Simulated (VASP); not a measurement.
Set up this calculation in VASP 6.6.1, as the native input.

- Task: single point
- Functional: PBE
- Potentials or basis: VASP PAW PBE potentials, release 64 (Hf_pv, B)
- Cutoff: 500 eV
- k mesh: 10 × 10 × 10
- Occupations: gaussian, width 0.05 eV
- Spin: no spin polarisation
- Dipole correction: no
- Further INCAR settings: ALGO = Normal; EDIFF = 1e-06; NBANDS = 14

The structure of HfB lies in POSCAR:

```
HfB
1.0
    0.0000000000      2.3100005622      2.3100005622
    2.3100005622      0.0000000000      2.3100005622
    2.3100005622      2.3100005622      0.0000000000
Hf B
1 1
Direct
    0.5000000000      0.5000000000      0.5000000000
    0.0000000000      0.0000000000      0.0000000000
```

One way to write it, as run:

INCAR

```
SYSTEM = HfB
  PREC = Accurate
  ENCUT = 500
  EDIFF = 1E-6
  ISMEAR = 0
  SIGMA = 0.05
  LREAL = .False.
  LASPH = .True.
  NELM = 120
  ALGO = Normal
  ISIF = 2
  LWAVE = .False.
  LCHARG = .False.
  GGA = PE
  NBANDS = 14
  GGA_COMPAT = .False.
```

KPOINTS

```
regular mesh
0
Gamma
  10 10 10
  0 0 0
```

Potentials or basis: VASP PAW PBE potentials, release 64 (Hf_pv, B).

The run is started by

```sh
$ cat potpaw_PBE.64/Hf_pv/POTCAR potpaw_PBE.64/B/POTCAR > POTCAR
$ mpirun -np 1 vasp_std > vasp.out
```

Results of the run:

```yaml
Pressure: 30.3 GPa
Band_gap_on_the_k_mesh: zero (an odd number of electrons rules out a gap without spin polarisation)
```

Caveat: the cell stands under pressure; spin-orbit coupling is left out, which moves the levels of the heavy elements; an odd number of electrons without spin polarisation forces a metal; a magnetic or distorted state may lie lower.

Wall time 17 s on 1 thread of Intel Xeon 8259CL, on a shared host, peak memory 0.15 GiB.
